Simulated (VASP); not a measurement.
Write the native input for VASP 6.6.1 that does the following.

```
Task                   : single point
Functional             : PBE
Potentials or basis    : VASP PAW PBE potentials, release 64 (Al, In_d, N)
Cutoff                 : 520 eV
k mesh                 : 6 × 6 × 6
Occupations            : gaussian, width 0.02 eV
Spin                   : no spin polarisation
Dipole correction      : no
Further INCAR settings : ALGO = Normal; EDIFF = 1e-07; NBANDS = 46
```

The structure of Al2InN3 lies in POSCAR:

```
Al2InN3
1.0
    4.9170037426     -2.8277246663      0.0000000000
    4.9170037426      2.8277246663      0.0000000000
    0.0000000000      0.0000000000      5.2494073268
Al In N
4 2 6
Direct
    0.0084295481      0.3348702354      0.9917405618
    0.6651297646      0.9915704519      0.9917405618
    0.9915704519      0.6651297646      0.4917405618
    0.3348702354      0.0084295481      0.4917405618
    0.3220811148      0.6779188852      0.9869983854
    0.6779188852      0.3220811148      0.4869983854
    0.0366860035      0.3336177066      0.3557289331
    0.6663822934      0.9633139965      0.3557289331
    0.9633139965      0.6663822934      0.8557289331
    0.3336177066      0.0366860035      0.8557289331
    0.2983157877      0.7016842123      0.4060625948
    0.7016842123      0.2983157877      0.9060625948
```

The input as run:

INCAR

```
PREC = Accurate
ENCUT = 520
EDIFF = 1E-7
ISMEAR = 0
SIGMA = 0.02
LREAL = F
LASPH = T
NELM = 100
ALGO = Normal
ISIF = 2
LWAVE = F
LCHARG = F
GGA = PE
NBANDS = 46
```

KPOINTS

```
Automatic mesh
0
Gamma
  6 6 6
```

Potentials or basis: VASP PAW PBE potentials, release 64 (Al, In_d, N).

Run with:

```bash
$ cat potpaw_PBE.64/Al/POTCAR potpaw_PBE.64/In_d/POTCAR potpaw_PBE.64/N/POTCAR > POTCAR
$ mpirun -np 1 vasp_std > vasp.out
```

It gave:

The pressure is -0.1 GPa, the largest force is 0.036 eV/Å and the band gap on the k mesh is 2.16 eV.

Caveat: spin-orbit coupling is left out, which moves the levels of the heavy elements.

It took 11 min on 1 thread of Oxide Virtual Turin-like Processor, with other jobs on the host, peak memory 0.4 GiB.
